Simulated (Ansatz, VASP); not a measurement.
# One calculation of AlN, two programs

```xyz
8
Lattice="-1.6378 2.8368 0.0000 0.0000 0.0000 4.1006 4.9135 2.8368 0.0000" Properties=species:S:1:pos:R:3 pbc="T T T"
Al    0.4960    2.0152    3.0755
Al    1.6378    4.7280    3.0755
Al    1.6378    0.9456    1.0252
Al    3.2757    3.7824    1.0252
N     0.0000    1.8912    1.0252
N     1.6378    4.7280    1.0252
N     1.6378    0.9456    3.0755
N     3.2757    3.7824    3.0755
```

Alike in both runs: task single point; functional LDA; k mesh 8 × 6 × 4; occupations gaussian, width 0.05 eV; no spin polarisation.

```csv
,VASP,Ansatz
version,VASP 6.6.1,Ansatz 0.2.0
potentials or method,"VASP PAW LDA potentials, release 64 (Al, N), cutoff 520 eV","scalar-relativistic, plane waves, PAW"
valence electrons in the cell,32,32
```

```csv
,VASP,Ansatz,Ansatz less VASP
gap on the k mesh at the Fermi level (eV),2.66,2.66,-0.002
least direct gap on the mesh (eV),2.66,2.66,-0.002
pressure (GPa),10.1,9.2,-0.87
"traceless stress, the component that is largest in VASP (GPa)",-17.32,-16.84,+0.473
rms of the force components (eV/Å),2.862,2.817,-0.0457
```

Ansatz warns that its potentials were made for another functional, while VASP's fit it. LDA's correlation is that of Perdew and Zunger in VASP and of Perdew and Wang (1992) in Ansatz. Atom by atom the forces differ by 0.049 eV/Å (rms over components).
